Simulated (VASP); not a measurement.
# Ir (Fd-3m) in VASP: further runs

The runs below take Ir through single point, relaxation of cell and atoms, with BLYP.

All numbers are computed with VASP 6.6.1; they aren't measurements. Logs are shortened: lines on timing, memory, paths and dates and some standing lists are left out, and cuts for length are marked.

## (1) The cell of the first run

Symmetry: Fd-3m, No. 227, cubic system. The conventional cell has a = 5.732 Å, b = 5.732 Å, c = 5.732 Å, α = 90.00°, β = 90.00°, γ = 90.00°. Ir (site symmetry -43m) has 4 Ir at 2.48 Å within 3.3 Å.

## (2) Single point, BLYP (volume scaled by 1.04)

INCAR

```
PREC = Accurate ; ENCUT = 520
EDIFF = 1E-7 ; ISMEAR = -1
SIGMA = 0.1 ; LREAL = False
LASPH = True ; NELM = 100
ALGO = Normal ; ISIF = 2
LWAVE = False ; LCHARG = True
GGA = B5 ; ALDAX = 1.0
AGGAX = 1.0 ; AGGAC = 1.0
ALDAC = 0.0 ; LELF = True
LVHAR = True ; NBANDS = 16
```

KPOINTS

```
Automatic mesh
0
Gamma
  11 11 11
```

POSCAR

```
Ir
1.0
    0.0000000000      2.8660138416      2.8660138416
    2.8660138416      0.0000000000      2.8660138416
    2.8660138416      2.8660138416      0.0000000000
Ir
2
Direct
    0.1250000000      0.1250000000      0.1250000000
    0.8750000000      0.8750000000      0.8750000000
```

Potentials or basis: VASP PAW PBE potentials, release 64 (Ir).

Run with:

```console
$ cat potpaw_PBE.64/Ir/POTCAR > POTCAR
$ mpirun -np 1 vasp_std > vasp.out
```

OUTCAR:

```text
PREC = Accurate
   ENCUT = 520
   EDIFF = 1E-7
   ISMEAR = -1
   LREAL = False
   LASPH = True
   NELM = 100
   ISIF = 2
   GGA = B5

 ion  position               nearest neighbor table
   1  0.125  0.125  0.125-   2 2.48   2 2.48   2 2.48   2 2.48
   2  0.875  0.875  0.875-   1 2.48   1 2.48   1 2.48   1 2.48

  LATTYP: Found a face centered cubic cell.
 ALAT       =     5.7320276832

  Lattice vectors:

 A1 = (   0.0000000000,   2.8660138416,   2.8660138416)
 A2 = (   2.8660138416,   0.0000000000,   2.8660138416)
 A3 = (   2.8660138416,   2.8660138416,   0.0000000000)

Analysis of symmetry for initial positions (statically):
=====================================================================
 Subroutine PRICEL returns:
 Original cell was already a primitive cell.

 Routine SETGRP: Setting up the symmetry group for a
 face centered cubic supercell.

 Subroutine GETGRP returns: Found 48 space group operations
 (whereof 12 operations were pure point group operations)
 out of a pool of 48 trial point group operations.

The static configuration has the point symmetry D_3d.
 The point group associated with its full space group is O_h .

Analysis of symmetry for dynamics (positions and initial velocities):
=====================================================================
 Subroutine PRICEL returns:
 Original cell was already a primitive cell.

 Routine SETGRP: Setting up the symmetry group for a
 face centered cubic supercell.

 Subroutine GETGRP returns: Found 48 space group operations
 (whereof 12 operations were pure point group operations)
 out of a pool of 48 trial point group operations.

The dynamic configuration has the point symmetry D_3d.
 The point group associated with its full space group is O_h .

 Subroutine INISYM returns: Found 48 space group operations
 (whereof 12 operations are pure point group operations),
 and found     1 'primitive' translations

----------------------------------------------------------------------------------------

                                     Primitive cell

  volume of cell :      47.0831

  direct lattice vectors                    reciprocal lattice vectors
     0.000000000  2.866013842  2.866013842    -0.174458334  0.174458334  0.174458334
     2.866013842  0.000000000  2.866013842     0.174458334 -0.174458334  0.174458334
     2.866013842  2.866013842  0.000000000     0.174458334  0.174458334 -0.174458334

  length of vectors
     4.053155645  4.053155645  4.053155645     0.302170698  0.302170698  0.302170698

  position of ions in fractional coordinates (direct lattice)
     0.125000000  0.125000000  0.125000000
     0.875000000  0.875000000  0.875000000

  ion indices of the primitive-cell ions
   primitive index   ion index
                 1           1
                 2           2

----------------------------------------------------------------------------------------

 KPOINTS: Automatic mesh

Automatic generation of k-mesh.
 Grid dimensions read from file:
 generate k-points for:   11   11   11

 Generating k-lattice:

  Cartesian coordinates                     Fractional coordinates (reciprocal lattice)
    -0.015859849  0.015859849  0.015859849     0.090909091  0.000000000  0.000000000
     0.015859849 -0.015859849  0.015859849     0.000000000  0.090909091  0.000000000
     0.015859849  0.015859849 -0.015859849     0.000000000  0.000000000  0.090909091

  Length of vectors
     0.027470063  0.027470063  0.027470063

  Shift w.r.t. Gamma in fractional coordinates (k-lattice)
     0.000000000  0.000000000  0.000000000

 Subroutine IBZKPT returns following result:
 ===========================================

 Found     56 irreducible k-points:

 Following reciprocal coordinates:
            Coordinates               Weight
  0.000000  0.000000  0.000000      1.000000
  0.090909  0.000000  0.000000      8.000000
  0.181818  0.000000  0.000000      8.000000
  0.272727  0.000000  0.000000      8.000000
  0.363636  0.000000  0.000000      8.000000
  0.454545  0.000000  0.000000      8.000000
[... 16 lines left out ...]
 -0.272727  0.181818  0.000000     24.000000
 -0.181818  0.181818  0.000000     12.000000
 [... further k-points ...]
   k-points           NKPTS =     56   k-points in BZ     NKDIM =     56   number of bands    NBANDS=     16
   number of dos      NEDOS =    301   number of ions     NIONS =      2
   total plane-waves  NPLWV =  27000
   dimension x,y,z NGX =    30 NGY =   30 NGZ =   30
   dimension x,y,z NGXF=    60 NGYF=   60 NGZF=   60
   ions per type =               2
   NGX,Y,Z   is equivalent  to a cutoff of  12.30, 12.30, 12.30 a.u.
   NGXF,Y,Z  is equivalent  to a cutoff of  24.61, 24.61, 24.61 a.u.
 SYSTEM =  unknown system
   PREC   = accura    normal or accurate (medium, high low for compatibility)
   ISTART =      0    job   : 0-new  1-cont  2-samecut
   ICHARG =      2    charge: 1-file 2-atom 10-const
   ISPIN  =      1    spin polarized calculation?
   LNONCOLLINEAR =      F non collinear calculations
   LSORBIT =      F    spin-orbit coupling
   LASPH  =      T    aspherical Exc in radial PAW
   ENCUT  =  520.0 eV  38.22 Ry    6.18 a.u.   7.54  7.54  7.54*2*pi/ulx,y,z
   NELM   =    100;   NELMIN=  2; NELMDL= -5     # of ELM steps
   EDIFF  = 0.1E-06   stopping-criterion for ELM
   LREAL  =      F    real-space projection
   EDIFFG = 0.1E-05   stopping-criterion for IOM
   NSW    =      0    number of steps for IOM
   IBRION =     -1    ionic relax: 0-MD 1-quasi-New 2-CG
   NFREE  =      0    steps in history (QN), initial steepest desc. (CG)
   ISIF   =      2    stress and relaxation
   ISYM   =      2    0-nonsym 1-usesym 2-fastsym
   POTIM  = 0.5000    time-step for ionic-motion
   TEBEG  =    0.0;   TEEND  =   0.0 temperature during run
   PSTRESS=    0.0 pullay stress
   NELECT =      18.0000    total number of electrons
   NUPDOWN=      -1.0000    fix difference up-down
   EMIN   =  10.00;   EMAX   =-10.00  energy-range for DOS
   EFERMI =   0.00;   METHOD = LEGACY
   ISMEAR =    -1;   SIGMA  =   0.10  broadening in eV -4-tet -1-fermi 0-gaus
   EFERMI_NEDOS =   21; number of points for ismear=-14 and -15
   IALGO  =     38    algorithm
   IMIX   =      4    mixing-type and parameters
     AMIX     =   0.40;   BMIX     =  1.00
     AMIX_MAG =   1.60;   BMIX_MAG =  1.00
  volume/ion in A,a.u.               =      23.54       158.87
  Fermi-wavevector in a.u.,A,eV,Ry     =   1.188167  2.245310 19.207891  1.411740
  Thomas-Fermi vector in A             =   2.324302
   LORBIT       =      0    0 simple, 1 ext, 2 COOP (PROOUT), +10 PAW based schemes
   GGA     = B5    functional components
   LHFCALC =     F    Hartree Fock is set to
   AEXX    =    0.0000 exact exchange contribution
   IVDW    =     0    specifies the selected vdW correction
   LEPSILON=     F    determine dielectric tensor
   LRPA    =     F    only Hartree local field effects (RPA)
 non-spin polarized calculation
  energy-cutoff  :      520.00
  volume of cell :       47.08
 maximum number of plane-waves:      1295
 NGX is ok and might be reduce to    30
   NGX = 15   NGY = 15   NGZ = 15

 number of electron      17.9999997 magnetization

 Free energy of the ion-electron system (eV)
  ---------------------------------------------------
  ext. energy  EPLUGINS =         0.00000000
  ---------------------------------------------------
  free energy    TOTEN  =       -13.86109044 eV

  energy without entropy =      -13.77412543  energy(sigma->0) =      -13.81760794

 E-fermi :   4.7319     XC(G=0): -10.0618

 val. band max:        4.7313545796   @ k =  -0.3636   0.2727   0.0909
 cond. band min:       4.7603799346   @ k =   0.4545   0.1818   0.0000
 fundamental gap:      0.0290253550
 Fermi energy:         4.7319397961

 k-point     1 :       0.0000    0.0000    0.0000
  band No.  band energies     occupation
      1      -2.5312      2.00000
      2       0.2705      2.00000
      3       0.2705      2.00000
      4       0.5578      2.00000
      5       0.5578      2.00000
      6       0.5578      2.00000
[... 8 lines left out ...]
     15      16.7235      0.00000
     16      16.7235      0.00000

 k-point     2 :       0.0909    0.0000    0.0000
  band No.  band energies     occupation
      1      -2.4022      2.00000
      2       0.1710      2.00000
      3       0.1710      2.00000
      4       0.5429      2.00000
      5       0.7037      2.00000
      6       0.7037      2.00000
[... 8 lines left out ...]
     15      16.0175      0.00000
     16      16.4455      0.00000

 k-point     3 :       0.1818    0.0000    0.0000
  band No.  band energies     occupation
      1      -2.0364      2.00000
      2       0.0761      2.00000
      3       0.0761      2.00000
      4       0.5051      2.00000
      5       0.8989      2.00000
      6       0.8989      2.00000
[... 8 lines left out ...]
     15      15.0983      0.00000
     16      17.0983      0.00000

 k-point     4 :       0.2727    0.0000    0.0000
  band No.  band energies     occupation
      1      -1.5082      2.00000
      2       0.0746      2.00000
      3       0.0746      2.00000
      4       0.4555      2.00000
      5       0.9646      2.00000
      6       0.9646      2.00000
[... 8 lines left out ...]
     15      14.8610      0.00000
     16      17.1666      0.00000

 k-point     5 :       0.3636    0.0000    0.0000
  band No.  band energies     occupation
      1      -0.9691      2.00000
      2       0.1709      2.00000
      3       0.1709      2.00000
      4       0.3935      2.00000
      5       0.8570      2.00000
      6       0.8570      2.00000
[... 8 lines left out ...]
     15      14.7338      0.00000
     16      16.9785      0.00000

 k-point     6 :       0.4545    0.0000    0.0000
  band No.  band energies     occupation
      1      -0.6222      2.00000
      2       0.3268      2.00000
      3       0.3311      2.00000
      4       0.3311      2.00000
      5       0.6640      2.00000
      6       0.6640      2.00000
[... 8 lines left out ...]
     15      14.6899      0.00000
     16      16.8459      0.00000

 k-point     7 :       0.0909    0.0909    0.0000
  band No.  band energies     occupation
      1      -2.3581      2.00000
      2       0.0157      2.00000
      3       0.3557      2.00000
      4       0.5527      2.00000
      5       0.5527      2.00000
      6       0.8479      2.00000
[... 8 lines left out ...]
     15      15.4537      0.00000
     16      16.5007      0.00000

 k-point     8 :       0.1818    0.0909    0.0000
  band No.  band energies     occupation
      1      -2.0673      2.00000
      2      -0.1145      2.00000
      3       0.3217      2.00000
      4       0.5237      2.00000
      5       0.6886      2.00000
      6       1.0591      2.00000
[... 8 lines left out ...]
     15      15.5982      0.00000
     16      16.1548      0.00000

 k-point     9 :       0.2727    0.0909    0.0000
  band No.  band energies     occupation
      1      -1.5844      2.00000
      2      -0.1578      2.00000
      3       0.3019      2.00000
      4       0.4594      2.00000
      5       0.7956      2.00000
      6       1.2032      2.00000
[... 8 lines left out ...]
     15      14.9790      0.00000
     16      17.2764      0.00000
[... 172 lines left out ...]
 k-point    19 :       0.3636    0.1818    0.0000
  band No.  band energies     occupation
      1      -0.8992      2.00000
      2      -0.3387      2.00000
      3       0.3499      2.00000
      4       0.4534      2.00000
      5       0.9064      2.00000
      6       1.4079      2.00000
[... 8 lines left out ...]
     15      14.6503      0.00000
     16      16.8995      0.00000

 k-point    20 :       0.4545    0.1818    0.0000
  band No.  band energies     occupation
      1      -0.4464      2.00000
      2      -0.2709      2.00000
      3       0.2547      2.00000
      4       0.3709      2.00000
      5       1.0115      2.00000
      6       1.2491      2.00000
[... 8 lines left out ...]
     15      14.6976      0.00000
     16      18.3854      0.00000

 k-point    21 :      -0.4545    0.1818    0.0000
  band No.  band energies     occupation
      1      -0.2952      2.00000
      2      -0.1541      2.00000
      3       0.2034      2.00000
      4       0.3072      2.00000
      5       1.0182      2.00000
      6       1.1933      2.00000
[... 8 lines left out ...]
     15      14.8283      0.00000
     16      18.3106      0.00000

 k-point    22 :      -0.3636    0.1818    0.0000
  band No.  band energies     occupation
      1      -0.4255      2.00000
      2      -0.0398      2.00000
      3       0.0187      2.00000
      4       0.4749      2.00000
      5       0.7571      2.00000
      6       1.4096      2.00000
[... 8 lines left out ...]
     15      15.0158      0.00000
     16      17.9122      0.00000

 k-point    23 :      -0.2727    0.1818    0.0000
  band No.  band energies     occupation
      1      -0.8020      2.00000
      2      -0.1157      2.00000
      3       0.1111      2.00000
      4       0.5281      2.00000
      5       0.6451      2.00000
      6       1.5340      2.00000
[... 8 lines left out ...]
     15      15.2400      0.00000
     16      17.6230      0.00000

 k-point    24 :      -0.1818    0.1818    0.0000
  band No.  band energies     occupation
      1      -1.3131      2.00000
      2      -0.1590      2.00000
      3       0.3070      2.00000
      4       0.3614      2.00000
      5       0.7446      2.00000
      6       1.4252      2.00000
[... 8 lines left out ...]
     15      15.4510      0.00000
     16      17.2306      0.00000

 [... further k-points ...]
[... 5 lines left out ...]
  --------------------------------------------------------------------------------------
  -------------------------------------------------------------------------------------
  Total       -1.4159472     -1.4159472     -1.4159472     -0.0000000      0.0000000      0.0000000
  in kB      -48.1828851    -48.1828851    -48.1828851     -0.0000000      0.0000000      0.0000000
  external PRESSURE =     -48.1828851 kB  Pullay stress =       0.0000000 kB

 VOLUME and BASIS-vectors are now :
 -----------------------------------------------------------------------------
  energy-cutoff  :      520.00
  volume of cell :       47.08
      direct lattice vectors                 reciprocal lattice vectors
     0.000000000  2.866013842  2.866013842    -0.174458334  0.174458334  0.174458334
     2.866013842  0.000000000  2.866013842     0.174458334 -0.174458334  0.174458334
     2.866013842  2.866013842  0.000000000     0.174458334  0.174458334 -0.174458334

 POSITION                                       TOTAL-FORCE (eV/Angst)
 -----------------------------------------------------------------------------------
      0.71650      0.71650      0.71650        -0.000000      0.000000     -0.000000
      5.01552      5.01552      5.01552         0.000000     -0.000000      0.000000
 -----------------------------------------------------------------------------------
    total drift:                               -0.000000      0.000000      0.000000

  FREE ENERGIE OF THE ION-ELECTRON SYSTEM (eV)
  ---------------------------------------------------
  free  energy   TOTEN  =       -13.8610904444 eV

  energy  without entropy=      -13.7741254310  energy(sigma->0) =      -13.81760794
```

Run time: 27 s. Hardware: 1 thread of Intel Xeon 6975P-C (Granite Rapids), shared host; peak memory 0.19 GiB.

Results:

| Item | Value |
| --- | --- |
| Free energy | -13.8611 eV |
| Pressure | -4.8 GPa |
| Band gap on the k mesh | zero (band 9 reaches 5.53 eV, above the bottom of band 10 at 4.31 eV) |

Levels at points of the mesh, in eV from the Fermi level:
| k point | band 6 | band 7 | band 8 | band 9 | band 10 | band 11 | band 12 | band 13 |
| --- | --- | --- | --- | --- | --- | --- | --- | --- |
| (0.00, 0.00, 0.00) | -4.17 | -1.56 | -1.56 | -1.56 | 0.61 | 0.61 | 10.68 | 10.88 |

Caveat: the PAW data sets were made with another functional, which shifts forces and pressure a little; spin-orbit coupling is left out, which moves the levels of the heavy elements.

## (3) Single point, BLYP (volume scaled by 1.08)

INCAR

```
  PREC = Accurate
  ENCUT = 520
  EDIFF = 1E-6
  ISMEAR = -1
  SIGMA = 0.1
  LREAL = F
  LASPH = T
  NELM = 60
  ALGO = Normal
  ISIF = 2
  LWAVE = F
  LCHARG = F
  GGA = B5
  ALDAX = 1.0
  AGGAX = 1.0
  AGGAC = 1.0
  ALDAC = 0.0
  NBANDS = 16
```

KPOINTS

```
regular mesh
0
Gamma
  11 11 11
```

POSCAR

```
Ir
1.0
    0.0000000000      2.9022963496      2.9022963496
    2.9022963496      0.0000000000      2.9022963496
    2.9022963496      2.9022963496      0.0000000000
Ir
2
Direct
    0.1250000000      0.1250000000      0.1250000000
    0.8750000000      0.8750000000      0.8750000000
```

Potentials or basis: VASP PAW PBE potentials, release 64 (Ir).

Run with:

```console
$ cat potpaw_PBE.64/Ir/POTCAR > POTCAR
$ mpirun -np 1 vasp_std > vasp.out
```

Wall time 24 s (1 thread of Intel Xeon 6975P-C (Granite Rapids), shared host); peak memory 0.19 GiB.

It converged, with:

```
Free energy            : -13.7812 eV
Pressure               : -9.2 GPa
Band gap on the k mesh : zero (band 9 reaches 5.06 eV, above the bottom of band 10 at 3.91 eV)
```

Levels at points of the mesh, in eV from the Fermi level:
| k point | band 7 | band 8 | band 9 | band 10 | band 11 | band 12 |
| --- | --- | --- | --- | --- | --- | --- |
| (0.00, 0.00, 0.00) | -1.48 | -1.48 | -1.48 | 0.56 | 0.56 | 10.46 |

Caveat: the PAW data sets were made with another functional, which shifts forces and pressure a little; spin-orbit coupling is left out, which moves the levels of the heavy elements.

[end of part 1 of 2]
